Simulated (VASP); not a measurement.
Write the native input for VASP 6.6.1 that does the following.

```yaml
Task: relaxation of cell and atoms
Functional: PBE
Potentials_or_basis: VASP PAW PBE potentials, release 64 (Zr_sv, O)
Cutoff: 600 eV
k_mesh: 6 × 8 × 4
Occupations: gaussian, width 0.02 eV
Spin: no spin polarisation
Dipole_correction: no
Further_INCAR_settings: ALGO = Normal; EDIFF = 1e-06; IBRION = 2; EDIFFG = -0.005; NSW = 100; ISIF = 3
```

The structure of ZrO3 lies in POSCAR:

```
ZrO3
1.0
    4.1137688695      0.0000000000      0.0119456850
    0.0000000000      3.2613543705      0.0000000000
   -0.9228759161      0.0000000000      7.6621768400
Zr O
2 6
Direct
    0.2830986085      0.7500000000      0.6514873188
    0.7169013915      0.2500000000      0.3485126812
    0.8638159507      0.7500000000      0.1926375088
    0.1361840493      0.2500000000      0.8073624912
    0.2407320353      0.2500000000      0.4571634365
    0.7592679647      0.7500000000      0.5428365635
    0.4979921282      0.2500000000      0.8077892717
    0.5020078718      0.7500000000      0.1922107283
```

The input as run:

INCAR

```
SYSTEM = ZrO3
ALGO = Normal
EDIFF = 1E-6
EDIFFG = -0.005
ENCUT = 600
GGA = PE
IBRION = 2
ISIF = 3
ISMEAR = 0
LASPH = .True.
LCHARG = .False.
LREAL = .False.
LWAVE = .False.
NELM = 100
NSW = 100
PREC = Accurate
SIGMA = 0.02
```

KPOINTS

```
k-points
0
Gamma
  6 8 4
  0 0 0
```

Potentials or basis: VASP PAW PBE potentials, release 64 (Zr_sv, O).

Command:

```sh
$ cat potpaw_PBE.64/Zr_sv/POTCAR potpaw_PBE.64/O/POTCAR > POTCAR
$ mpirun -np 1 vasp_std > vasp.out
```

Results of the run:

```json
{
  "Relaxed volume": "12.74 Å³/atom",
  "Relaxed cell": "a = 4.107 Å, b = 3.267 Å, c = 7.648 Å, α = 90.00°, β = 96.61°, γ = 90.00°",
  "Space group after relaxing (to 0.05 Å)": "P2_1/m (No. 11)",
  "Energy gained by relaxing": "0.4 meV/atom",
  "Ionic steps": "33",
  "Pressure after relaxing": "0.0 GPa",
  "Largest force after relaxing": "0.005 eV/Å",
  "Band gap on the k mesh": "3.41 eV, indirect (least direct gap 3.63 eV)"
}
```

Run time: 96 min on 1 thread of AMD EPYC 7R13 Processor (Zen 3), with other jobs on the host, peak memory 0.39 GiB.
